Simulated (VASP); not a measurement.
Set up this calculation in VASP 6.6.1, as the native input.

```yaml
Task: single point
Functional: PBE
Potentials_or_basis: VASP PAW PBE potentials, release 64 (Sr_sv, Ti_sv, O)
Cutoff: 520 eV
k_mesh: 8 × 8 × 8
Occupations: gaussian, width 0.05 eV
Spin: no spin polarisation
Dipole_correction: no
Further_INCAR_settings: ALGO = Normal; EDIFF = 1e-07; NBANDS = 28
```

The structure of SrTiO3 lies in POSCAR:

```
SrTiO3
1.0
    3.9364094381      0.0000000000      0.0000000000
    0.0000000000      3.9364094381      0.0000000000
    0.0000000000      0.0000000000      3.9364094381
Sr Ti O
1 1 3
Direct
    0.0000000000      0.0000000000      0.0000000000
    0.5000000000      0.5000000000      0.5000000000
    0.0000000000      0.5000000000      0.5000000000
    0.5000000000      0.0000000000      0.5000000000
    0.5000000000      0.5000000000      0.0000000000
```

The input as run:

INCAR

```
PREC = Accurate
ENCUT = 520
EDIFF = 1E-7
ISMEAR = 0
SIGMA = 0.05
LREAL = F
LASPH = T
NELM = 80
ALGO = Normal
ISIF = 2
LWAVE = F
LCHARG = F
GGA = PE
NBANDS = 28
```

KPOINTS

```
regular mesh
0
Gamma
  8 8 8
```

Potentials or basis: VASP PAW PBE potentials, release 64 (Sr_sv, Ti_sv, O).

Run with:

```console
$ cat potpaw_PBE.64/Sr_sv/POTCAR potpaw_PBE.64/Ti_sv/POTCAR potpaw_PBE.64/O/POTCAR > POTCAR
$ mpirun -np 1 vasp_std > vasp.out
```

Results of the run:

```yaml
Pressure: 0.6 GPa
Band_gap_on_the_k_mesh: 1.81 eV, indirect (least direct gap 2.18 eV)
```

Wall time 33 s on 1 thread of AMD EPYC 9R45 96-Core Processor (Zen 5) (shared host), peak memory 0.17 GiB.
